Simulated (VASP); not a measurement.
A run of VASP 6.6.1 is set up as follows.

Contents of INCAR:

```
PREC = Accurate
ENCUT = 520
EDIFF = 1E-7
ISMEAR = 0
SIGMA = 0.05
LREAL = False
LASPH = True
NELM = 60
ALGO = Normal
ISIF = 2
LWAVE = False
LCHARG = False
GGA = B5
ALDAX = 1.0
AGGAX = 1.0
AGGAC = 1.0
ALDAC = 0.0
NBANDS = 11
```

File KPOINTS:

```
regular mesh
0
Gamma
  8 8 8
```

Contents of POSCAR:

```
BP
1.0
    0.0000000000      2.3280898463      2.3280898463
    2.3280898463      0.0000000000      2.3280898463
    2.3280898463      2.3280898463      0.0000000000
B P
1 1
Direct
    0.0000000000      0.0000000000      0.0000000000
    0.7500000000      0.7500000000      0.7500000000
```

Potentials or basis: VASP PAW PBE potentials, release 64 (B, P).

Launch:

```sh
$ cat potpaw_PBE.64/B/POTCAR potpaw_PBE.64/P/POTCAR > POTCAR
$ mpirun -np 1 vasp_std > vasp.out
```

Q: Estimate the pressure.

A: -5.5 GPa.

Q: Predict the band gap on the k mesh.

A: 1.63 eV, indirect (least direct gap 3.47 eV).

Caveat: the PAW data sets were made with another functional, which shifts forces and pressure a little. A k mesh can miss the band edges.
